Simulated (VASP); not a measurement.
# Si (a cell with a defect) in VASP: a series of runs

Runs on Si (a cell with a defect). Level: PBE. Tasks: single point.

Everything below comes from runs of VASP 6.6.1. Logs are shortened: lines on timing, memory, paths and dates and some standing lists are left out, and cuts for length are marked.

**1. The cell of the first run**

The cell holds a defect, 17 atoms: a = 7.679 Å, b = 7.679 Å, c = 7.679 Å, α = 60.00°, β = 60.00°, γ = 60.00°.

**2. Single point, PBE**

Contents of INCAR:

```
SYSTEM = Si
ALGO = Normal
EDIFF = 1E-6
ENCUT = 520
GGA = PE
ISIF = 2
ISMEAR = 0
LASPH = .True.
LCHARG = .True.
LELF = .True.
LREAL = Auto
LVHAR = .True.
LWAVE = .False.
NBANDS = 48
NELM = 60
PREC = Accurate
SIGMA = 0.05
```

Contents of KPOINTS:

```
k-points
0
Gamma
  2 2 2
  0 0 0
```

Contents of POSCAR:

```
Si
1.0
    0.0000000000      5.4300000000      5.4300000000
    5.4300000000      0.0000000000      5.4300000000
    5.4300000000      5.4300000000      0.0000000000
Si
17
Direct
   -0.0050924494     -0.0032303867     -0.0033589319
    0.0807125230      0.1397355433      0.1396003683
   -0.0050581952     -0.0032554328      0.5113254144
    0.1341660221      0.1156376611      0.6249253223
   -0.0051765193      0.5114792818     -0.0033372928
    0.1340533149      0.6250431860      0.1155936464
    0.0321076427      0.4892026703      0.4891555249
    0.1340587477      0.6250228361      0.6249441989
    0.4536418969      0.0153608656      0.0153465009
    0.6165805709      0.1177575506      0.1176581031
    0.5059119705     -0.0171624309      0.5054534070
    0.6166120626      0.1176916206      0.6476956722
    0.5058056169      0.5055127993     -0.0171848066
    0.6164976059      0.6477001842      0.1176968692
    0.5058049724      0.5054898711      0.5055003683
    0.6581799263      0.6138154696      0.6138069982
    0.6806674033      0.2730141805      0.2730125230
```

Potentials or basis: VASP PAW PBE potentials, release 64 (Si).

Run with:

```bash
$ cat potpaw_PBE.64/Si/POTCAR > POTCAR
$ mpirun -np 1 vasp_std > vasp.out
```

OUTCAR:

```text
SYSTEM = Si
   EDIFF = 1E-6
   ENCUT = 520
   GGA = PE
   ISIF = 2
   ISMEAR = 0
   LASPH = .True.
   LREAL = Auto
   NELM = 60
   PREC = Accurate

 ion  position               nearest neighbor table
   1  0.995  0.997  0.997-   4 2.33   6 2.33   2 2.34  10 2.37  17 3.01
   2  0.081  0.140  0.140-   9 2.34   3 2.34   1 2.34   5 2.34  17 2.51
   3  0.995  0.997  0.511-   8 2.33   4 2.33   2 2.34  12 2.37  17 3.01
   4  0.134  0.116  0.625-  11 2.33   3 2.33   1 2.33   7 2.35
   5  0.995  0.511  0.997-   8 2.33   6 2.33   2 2.34  14 2.37  17 3.01
   6  0.134  0.625  0.116-  13 2.33   1 2.33   5 2.33   7 2.35
   7  0.032  0.489  0.489-  16 2.34   4 2.35   8 2.35   6 2.35
   8  0.134  0.625  0.625-  15 2.33   3 2.33   5 2.33   7 2.35
   9  0.454  0.015  0.015-  10 2.32  14 2.32  12 2.32   2 2.34
  10  0.617  0.118  0.118-   9 2.32   1 2.37  17 2.38  13 2.43  11 2.43
  11  0.506  0.983  0.505-  16 2.32   4 2.33  10 2.43  12 2.43  17 2.56
  12  0.617  0.118  0.648-   9 2.32   3 2.37  17 2.38  15 2.43  11 2.43
  13  0.506  0.506  0.983-  16 2.32   6 2.33  10 2.43  14 2.43  17 2.56
  14  0.616  0.648  0.118-   9 2.32   5 2.37  17 2.38  13 2.43  15 2.43
  15  0.506  0.505  0.506-  16 2.32   8 2.33  12 2.43  14 2.43  17 2.56
  16  0.658  0.614  0.614-  15 2.32  13 2.32  11 2.32   7 2.34
  17  0.681  0.273  0.273-  14 2.38  12 2.38  10 2.38   2 2.51  11 2.56  15 2.56  13 2.56   3 3.01
                             5 3.01   1 3.01

  LATTYP: Found a face centered cubic cell.
 ALAT       =    10.8600000000

  Lattice vectors:

 A1 = (   0.0000000000,   5.4300000000,   5.4300000000)
 A2 = (   5.4300000000,   0.0000000000,   5.4300000000)
 A3 = (   5.4300000000,   5.4300000000,   0.0000000000)

Analysis of symmetry for initial positions (statically):
=====================================================================
 Subroutine PRICEL returns:
 Original cell was already a primitive cell.

 Routine SETGRP: Setting up the symmetry group for a
 face centered cubic supercell.

 Subroutine GETGRP returns: Found  1 space group operations
 (whereof  1 operations were pure point group operations)
 out of a pool of 48 trial point group operations.

The static configuration has the point symmetry C_1 .

Analysis of symmetry for dynamics (positions and initial velocities):
=====================================================================
 Subroutine PRICEL returns:
 Original cell was already a primitive cell.

 Routine SETGRP: Setting up the symmetry group for a
 face centered cubic supercell.

 Subroutine GETGRP returns: Found  1 space group operations
 (whereof  1 operations were pure point group operations)
 out of a pool of 48 trial point group operations.

The dynamic configuration has the point symmetry C_1 .

 Subroutine INISYM returns: Found  1 space group operations
 (whereof  1 operations are pure point group operations),
 and found     1 'primitive' translations

----------------------------------------------------------------------------------------

                                     Primitive cell

  volume of cell :     320.2060

  direct lattice vectors                    reciprocal lattice vectors
     0.000000000  5.430000000  5.430000000    -0.092081031  0.092081031  0.092081031
     5.430000000  0.000000000  5.430000000     0.092081031 -0.092081031  0.092081031
     5.430000000  5.430000000  0.000000000     0.092081031  0.092081031 -0.092081031

  length of vectors
     7.679179644  7.679179644  7.679179644     0.159489025  0.159489025  0.159489025

  position of ions in fractional coordinates (direct lattice)
     0.994907551  0.996769613  0.996641068
     0.080712523  0.139735543  0.139600368
     0.994941805  0.996744567  0.511325414
     0.134166022  0.115637661  0.624925322
     0.994823481  0.511479282  0.996662707
     0.134053315  0.625043186  0.115593646
[... 9 lines left out ...]
     0.658179926  0.613815470  0.613806998
     0.680667403  0.273014180  0.273012523

  ion indices of the primitive-cell ions
   primitive index   ion index
                 1           1
                 2           2
                 3           3
                 4           4
                 5           5
                 6           6
[... 9 lines left out ...]
                16          16
                17          17

----------------------------------------------------------------------------------------

 KPOINTS: k-points

Automatic generation of k-mesh.
 Grid dimensions read from file:
 generate k-points for:    2    2    2

 Generating k-lattice:

  Cartesian coordinates                     Fractional coordinates (reciprocal lattice)
    -0.046040516  0.046040516  0.046040516     0.500000000  0.000000000  0.000000000
     0.046040516 -0.046040516  0.046040516     0.000000000  0.500000000  0.000000000
     0.046040516  0.046040516 -0.046040516     0.000000000  0.000000000  0.500000000

  Length of vectors
     0.079744512  0.079744512  0.079744512

  Shift w.r.t. Gamma in fractional coordinates (k-lattice)
     0.000000000  0.000000000  0.000000000

 Subroutine IBZKPT returns following result:
 ===========================================

 Found      8 irreducible k-points:

 Following reciprocal coordinates:
            Coordinates               Weight
  0.000000  0.000000  0.000000      1.000000
  0.500000  0.000000  0.000000      1.000000
  0.000000  0.500000  0.000000      1.000000
  0.000000  0.000000  0.500000      1.000000
  0.500000  0.500000  0.500000      1.000000
  0.500000  0.500000  0.000000      1.000000
  0.000000  0.500000  0.500000      1.000000
  0.500000  0.000000  0.500000      1.000000
   k-points           NKPTS =      8   k-points in BZ     NKDIM =      8   number of bands    NBANDS=     48
   number of dos      NEDOS =    301   number of ions     NIONS =     17
   total plane-waves  NPLWV = 216000
   dimension x,y,z NGX =    60 NGY =   60 NGZ =   60
   dimension x,y,z NGXF=   120 NGYF=  120 NGZF=  120
   ions per type =              17
   NGX,Y,Z   is equivalent  to a cutoff of  12.99, 12.99, 12.99 a.u.
   NGXF,Y,Z  is equivalent  to a cutoff of  25.98, 25.98, 25.98 a.u.
 SYSTEM =  Si
   PREC   = accura    normal or accurate (medium, high low for compatibility)
   ISTART =      0    job   : 0-new  1-cont  2-samecut
   ICHARG =      2    charge: 1-file 2-atom 10-const
   ISPIN  =      1    spin polarized calculation?
   LNONCOLLINEAR =      F non collinear calculations
   LSORBIT =      F    spin-orbit coupling
   LASPH  =      T    aspherical Exc in radial PAW
   ENCUT  =  520.0 eV  38.22 Ry    6.18 a.u.  14.28 14.28 14.28*2*pi/ulx,y,z
   NELM   =     60;   NELMIN=  2; NELMDL= -5     # of ELM steps
   EDIFF  = 0.1E-05   stopping-criterion for ELM
   LREAL  =      T    real-space projection
   EDIFFG = 0.1E-04   stopping-criterion for IOM
   NSW    =      0    number of steps for IOM
   IBRION =     -1    ionic relax: 0-MD 1-quasi-New 2-CG
   NFREE  =      0    steps in history (QN), initial steepest desc. (CG)
   ISIF   =      2    stress and relaxation
   ISYM   =      2    0-nonsym 1-usesym 2-fastsym
   POTIM  = 0.5000    time-step for ionic-motion
   TEBEG  =    0.0;   TEEND  =   0.0 temperature during run
   PSTRESS=    0.0 pullay stress
   NELECT =      68.0000    total number of electrons
   NUPDOWN=      -1.0000    fix difference up-down
   EMIN   =  10.00;   EMAX   =-10.00  energy-range for DOS
   EFERMI =   0.00;   METHOD = LEGACY
   ISMEAR =     0;   SIGMA  =   0.05  broadening in eV -4-tet -1-fermi 0-gaus
   EFERMI_NEDOS =   21; number of points for ismear=-14 and -15
   IALGO  =     38    algorithm
   IMIX   =      4    mixing-type and parameters
     AMIX     =   0.40;   BMIX     =  1.00
     AMIX_MAG =   1.60;   BMIX_MAG =  1.00
  volume/ion in A,a.u.               =      18.84       127.11
  Fermi-wavevector in a.u.,A,eV,Ry     =   0.976715  1.845724 12.979587  0.953973
  Thomas-Fermi vector in A             =   2.107356
   LORBIT       =      0    0 simple, 1 ext, 2 COOP (PROOUT), +10 PAW based schemes
   GGA     = PE    functional components
   LHFCALC =     F    Hartree Fock is set to
   AEXX    =    0.0000 exact exchange contribution
   IVDW    =     0    specifies the selected vdW correction
   LEPSILON=     F    determine dielectric tensor
   LRPA    =     F    only Hartree local field effects (RPA)
 non-spin polarized calculation
 Gauss-broadening in eV      SIGMA  =   0.05
  energy-cutoff  :      520.00
  volume of cell :      320.21
 maximum number of plane-waves:      8646
 NGX is ok and might be reduce to    60
   NGX = 29   NGY = 29   NGZ = 29

 number of electron      68.0000000 magnetization

 Free energy of the ion-electron system (eV)
  ---------------------------------------------------
  ext. energy  EPLUGINS =         0.00000000
  ---------------------------------------------------
  free energy    TOTEN  =       -87.81241302 eV

  energy without entropy =      -87.80254898  energy(sigma->0) =      -87.80748100

 E-fermi :   6.8589     XC(G=0):  -9.6864

 val. band max:        6.7640424880   @ k =   0.0000   0.0000   0.0000
 cond. band min:       6.8737288049   @ k =   0.5000   0.0000   0.5000
 fundamental gap:      0.1096863169
 Fermi energy:         6.8588534651

 k-point     1 :       0.0000    0.0000    0.0000
  band No.  band energies     occupation
      1      -6.2832      2.00000
      2      -3.8335      2.00000
      3      -3.6270      2.00000
      4      -3.6270      2.00000
      5      -3.4920      2.00000
      6      -2.7171      2.00000
[... 38 lines left out ...]
     45       8.2675      0.00000
     46       8.8863      0.00000

 k-point     2 :       0.5000    0.0000    0.0000
  band No.  band energies     occupation
      1      -5.8971      2.00000
      2      -4.8879      2.00000
      3      -3.4913      2.00000
      4      -3.4212      2.00000
      5      -3.4211      2.00000
      6      -2.9843      2.00000
[... 38 lines left out ...]
     45       9.8518      0.00000
     46      10.0498      0.00000

 k-point     3 :       0.0000    0.5000    0.0000
  band No.  band energies     occupation
      1      -5.8547      2.00000
      2      -4.9751      2.00000
      3      -3.5958      2.00000
      4      -3.4427      2.00000
      5      -3.2688      2.00000
      6      -2.9837      2.00000
[... 38 lines left out ...]
     45       9.7412      0.00000
     46       9.8849      0.00000

 k-point     4 :       0.0000    0.0000    0.5000
  band No.  band energies     occupation
      1      -5.8547      2.00000
      2      -4.9752      2.00000
      3      -3.5957      2.00000
      4      -3.4428      2.00000
      5      -3.2689      2.00000
      6      -2.9839      2.00000
[... 38 lines left out ...]
     45       9.7411      0.00000
     46       9.8853      0.00000

 k-point     5 :       0.5000    0.5000    0.5000
  band No.  band energies     occupation
      1      -5.8547      2.00000
      2      -4.9752      2.00000
      3      -3.5957      2.00000
      4      -3.4428      2.00000
      5      -3.2689      2.00000
      6      -2.9838      2.00000
[... 38 lines left out ...]
     45       9.7413      0.00000
     46       9.8853      0.00000

 k-point     6 :       0.5000    0.5000    0.0000
  band No.  band energies     occupation
      1      -5.7280      2.00000
      2      -4.7085      2.00000
      3      -4.0177      2.00000
      4      -3.8747      2.00000
      5      -3.8221      2.00000
      6      -3.6312      2.00000
[... 38 lines left out ...]
     45      10.1684      0.00000
     46      10.3884      0.00000

 k-point     7 :       0.0000    0.5000    0.5000
  band No.  band energies     occupation
      1      -5.7280      2.00000
      2      -4.7086      2.00000
      3      -4.0177      2.00000
      4      -3.8747      2.00000
      5      -3.8221      2.00000
      6      -3.6311      2.00000
[... 38 lines left out ...]
     45      10.1683      0.00000
     46      10.3884      0.00000

 k-point     8 :       0.5000    0.0000    0.5000
  band No.  band energies     occupation
      1      -5.7280      2.00000
      2      -4.7086      2.00000
      3      -4.0177      2.00000
      4      -3.8747      2.00000
      5      -3.8221      2.00000
      6      -3.6310      2.00000
[... 38 lines left out ...]
     45      10.1688      0.00000
     46      10.3885      0.00000
 [bands above 46 left out]

------------------------ aborting loop because EDIFF is reached ----------------------------------------

  FORCE on cell =-STRESS in cart. coord.  units (eV):
  Direction    XX          YY          ZZ          XY          YZ          ZX
  --------------------------------------------------------------------------------------
  -------------------------------------------------------------------------------------
  Total        9.7386485      9.7355633      9.7437090      0.8932129     -0.8945967      0.8945978
  in kB       48.7281351     48.7126978     48.7534555      4.4692648     -4.4761887      4.4761944
  external PRESSURE =      48.7314294 kB  Pullay stress =       0.0000000 kB

 VOLUME and BASIS-vectors are now :
 -----------------------------------------------------------------------------
  energy-cutoff  :      520.00
  volume of cell :      320.21
      direct lattice vectors                 reciprocal lattice vectors
     0.000000000  5.430000000  5.430000000    -0.092081031  0.092081031  0.092081031
     5.430000000  0.000000000  5.430000000     0.092081031 -0.092081031  0.092081031
     5.430000000  5.430000000  0.000000000     0.092081031  0.092081031 -0.092081031

 POSITION                                       TOTAL-FORCE (eV/Angst)
 -----------------------------------------------------------------------------------
     10.82422     10.81411     10.81481         0.022968      0.004860      0.005077
      1.51679      1.19630      1.19703        -0.039555      0.039764      0.039486
      8.18882      8.17903     10.81486        -0.006084     -0.022677      0.004799
      4.02126      4.12187      1.35643         0.028536     -0.029164     -0.024642
      8.18921     10.81377      8.17922        -0.006204      0.005328     -0.023306
      4.02166      1.35558      4.12189         0.028615     -0.025015     -0.028991
[... 9 lines left out ...]
      6.66599      6.90689      6.90693         0.064349     -0.065150     -0.065336
      2.96493      5.17848      5.17849        -0.284849      0.284972      0.284606
 -----------------------------------------------------------------------------------
    total drift:                                0.000812     -0.001555     -0.000323

  FREE ENERGIE OF THE ION-ELECTRON SYSTEM (eV)
  ---------------------------------------------------
  free  energy   TOTEN  =       -87.8124130247 eV

  energy  without entropy=      -87.8025489840  energy(sigma->0) =      -87.80748100
```

It took 6.4 min on 1 thread of AMD EPYC 7R43 (Zen 3), shared host; peak memory 0.42 GiB.

What came out:

| Property | Result |
| --- | --- |
| Free energy | -87.8124 eV |
| Pressure | 4.9 GPa |
| Largest force | 0.493 eV/Å |
| Band gap on the k mesh | zero (bands 34 and 35 overlap by 0.11 eV) |

Forces in eV/Å, atoms in the order of the input:
```
Si   0.023  0.005  0.005
Si  -0.040  0.040  0.039
Si  -0.006 -0.023  0.005
Si   0.029 -0.029 -0.025
Si  -0.006  0.005 -0.023
Si   0.029 -0.025 -0.029
Si   0.066 -0.066 -0.066
Si   0.023 -0.028 -0.029
Si  -0.034  0.034  0.034
Si   0.047  0.003  0.003
Si   0.042 -0.041 -0.011
Si  -0.003 -0.047  0.003
Si   0.042 -0.010 -0.040
Si  -0.002  0.003 -0.046
Si   0.011 -0.041 -0.040
Si   0.064 -0.065 -0.065
Si  -0.285  0.285  0.285
```

Stress tensor (GPa, compression positive):
```
 4.87  0.45  0.45
 0.45  4.87 -0.45
 0.45 -0.45  4.88
```

Caveat: the k points lie up to 0.50 Å⁻¹ apart.

**3. Single point, PBE**

Contents of INCAR:

```
SYSTEM = Si
PREC = Accurate
ENCUT = 520
EDIFF = 1E-6
ISMEAR = 0
SIGMA = 0.05
LREAL = Auto
LASPH = .TRUE.
NELM = 80
ALGO = Normal
ISIF = 2
LWAVE = .FALSE.
LCHARG = .FALSE.
GGA = PE
NBANDS = 48
```

Contents of KPOINTS:

```
Automatic mesh
0
G
  2 2 2
  0 0 0
```

Contents of POSCAR:

```
Si
1.0
    0.0000000000      5.4300000000      5.4300000000
    5.4300000000      0.0000000000      5.4300000000
    5.4300000000      5.4300000000      0.0000000000
Si
17
Direct
   -0.0089372928     -0.0004509208     -0.0001021179
    0.0929515654      0.1353815838      0.1357379374
   -0.0088874770     -0.0004615101      0.5092970534
    0.1303530387      0.1131250460      0.6281847145
   -0.0089637201      0.5089395948     -0.0000699816
    0.1302383057      0.6278324125      0.1135403315
    0.0445574586      0.4848340700      0.4852313076
    0.1302740331      0.6278206262      0.6282254144
    0.4668819521      0.0107337017      0.0110856354
    0.6193120626      0.1190446593      0.1193301105
    0.5086590239     -0.0230984346      0.5071282689
    0.6193623389      0.1190220074      0.6421070902
    0.5085510129      0.5068427256     -0.0228511971
    0.6192976980      0.6417483425      0.1193765193
    0.5085871087      0.5068294659      0.5072616943
    0.6715871087      0.6092489871      0.6094985267
    0.4448095764      0.3515255985      0.3517510129
```

Potentials or basis: VASP PAW PBE potentials, release 64 (Si).

Run with:

```bash
$ cat potpaw_PBE.64/Si/POTCAR > POTCAR
$ mpirun -np 1 vasp_std > vasp.out
```

It took 7 min on 1 thread of AMD EPYC 7R43 (Zen 3), shared host; peak memory 0.42 GiB.

Results (log left out):

- Free energy: -87.8111 eV
- Pressure: 4.9 GPa
- Largest force: 0.498 eV/Å
- Band gap on the k mesh: zero (bands 34 and 35 overlap by 0.11 eV)

Forces on the atoms (eV/Å):
```
Si  -0.025  0.029  0.029
Si  -0.066  0.066  0.065
Si  -0.029  0.025  0.029
Si   0.005 -0.005  0.023
Si  -0.029  0.029  0.025
Si   0.004  0.023 -0.005
Si   0.040 -0.040 -0.039
Si  -0.024 -0.005 -0.005
Si  -0.064  0.065  0.067
Si  -0.009  0.042  0.041
Si   0.001 -0.001  0.045
Si  -0.042  0.008  0.041
Si   0.003  0.047 -0.001
Si  -0.042  0.041  0.008
Si  -0.047 -0.003 -0.001
Si   0.034 -0.034 -0.035
Si   0.288 -0.287 -0.287
```

Stress tensor (GPa, compression positive):
```
 4.87  0.45  0.45
 0.45  4.87 -0.45
 0.45 -0.45  4.87
```

Levels at points of the mesh, in eV from the Fermi level:
| k point | band 31 | band 32 | band 33 | band 34 | band 35 | band 36 | band 37 | band 38 |
| --- | --- | --- | --- | --- | --- | --- | --- | --- |
| (0.00, 0.00, 0.00) | -0.91 | -0.75 | -0.75 | -0.45 | -0.09 | -0.09 | 0.13 | 0.13 |
| (0.50, 0.00, 0.00) | -1.52 | -1.35 | -1.35 | -0.31 | 0.41 | 0.41 | 1.12 | 1.12 |
| (0.00, 0.50, 0.00) | -1.44 | -1.42 | -1.15 | -0.18 | 0.22 | 0.80 | 0.84 | 0.93 |
| (0.00, 0.00, 0.50) | -1.44 | -1.42 | -1.15 | -0.18 | 0.22 | 0.80 | 0.84 | 0.93 |
| (0.50, 0.50, 0.50) | -1.44 | -1.42 | -1.15 | -0.18 | 0.22 | 0.80 | 0.84 | 0.93 |
| (0.50, 0.50, 0.00) | -1.96 | -1.80 | -0.88 | 0.02 | 0.52 | 1.17 | 1.28 | 1.29 |
| (0.00, 0.50, 0.50) | -1.96 | -1.80 | -0.87 | 0.01 | 0.52 | 1.17 | 1.28 | 1.29 |
| (0.50, 0.00, 0.50) | -1.96 | -1.80 | -0.87 | 0.01 | 0.52 | 1.17 | 1.28 | 1.29 |

Caveat: the k points lie up to 0.50 Å⁻¹ apart.
